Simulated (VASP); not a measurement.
## ZnS: single point with PBEsol

**The experiment to reproduce.**

From “Electronic, vibrational, and thermodynamic properties of ZnS (zincblende and rocksalt structure)”, 2009, arxiv:0911.5022, for a bulk crystal of ZnS at 19 K: band gap 3.85 eV (direct).

The system is ZnS.

```
Zn S
1.0
     0.00000    2.67471    2.67471
     2.67471    0.00000    2.67471
     2.67471    2.67471    0.00000
Zn S
1 1
Direct
  0.25000 0.25000 0.25000
  0.00000 0.00000 0.00000
```

| Item | Value |
| --- | --- |
| Program | VASP 6.6.1 |
| Task | single point |
| Functional | PBEsol |
| Potentials or basis | VASP PAW PBE potentials, release 64 (Zn, S) |
| Cutoff | 500 eV |
| k mesh | 6 × 6 × 6 |
| Occupations | gaussian, width 0.01 eV |
| Spin | no spin polarisation |

- Pressure: 0.5 GPa
- Band gap on the k mesh: 2.11 eV, direct

Levels at points of the mesh, in eV from the valence-band top:
| k point | band 7 | band 8 | band 9 | band 10 | band 11 | band 12 |
| --- | --- | --- | --- | --- | --- | --- |
| (0.00, 0.00, 0.00) | 0.00 | 0.00 | 0.00 | 2.11 | 6.28 | 6.28 |
| (0.50, 0.00, 0.00) | -5.56 | -0.92 | -0.92 | 3.25 | 6.81 | 6.81 |
| (0.50, 0.50, 0.00) | -4.73 | -2.36 | -2.36 | 3.17 | 3.96 | 11.05 |

It took 16 s on 1 thread of Intel Xeon 8259CL, on a shared host, peak memory 0.15 GiB.

Measured gap of ZnS: 3.85 eV (direct; 19 K; quoted in “Electronic, vibrational, and thermodynamic properties of ZnS (zincblende and rocksalt structure)”, 2009, arxiv:0911.5022). This calculation gives 2.11 eV (-1.74 eV). The value is that of PBEsol, without temperature or zero-point motion. Semilocal functionals fall short of measured gaps as a rule.

Caveat: the PAW data sets were made with another functional, which shifts forces and pressure a little.
